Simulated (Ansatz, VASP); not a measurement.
One calculation of Co, two programs

```
Co
1.0
     2.44840    0.00000    0.00000
    -1.22420    2.12038    0.00000
     0.00000    0.00000    8.01569
Co
4
Direct
  0.00000 0.00000 0.00000
  0.33333 0.66667 0.25000
  0.00000 0.00000 0.50000
  0.66667 0.33333 0.75000
```

Alike in both runs: task single point; functional PBE; k mesh 11 × 11 × 3; occupations fermi-dirac, width 0.15 eV; collinear spin.

|  | VASP | Ansatz |
| --- | --- | --- |
| version | VASP 6.6.1 | Ansatz 0.2.0 |
| potentials or method | VASP PAW PBE potentials, release 64 (Co), cutoff 520 eV | plane waves, PAW |
| valence electrons in the cell | 36 | 68 |

|  | VASP | Ansatz | Ansatz less VASP |
| --- | --- | --- | --- |
| pressure (GPa) | 9.7 | 10.7 | +0.94 |
| traceless stress, the component that is largest in VASP (GPa) | -1.61 | -1.62 | -0.011 |
| net moment per atom (μB) | 1.55 | 1.56 | +0.006 |
| size of the moment on the site where the two differ most (μB) | 1.57 | 1.63 | +0.063 |

Site moments also hang on the region over which each program counts them. VASP's potentials hold 36 valence electrons a cell and Ansatz's 68, so a difference there can come from the potentials and not from the codes.
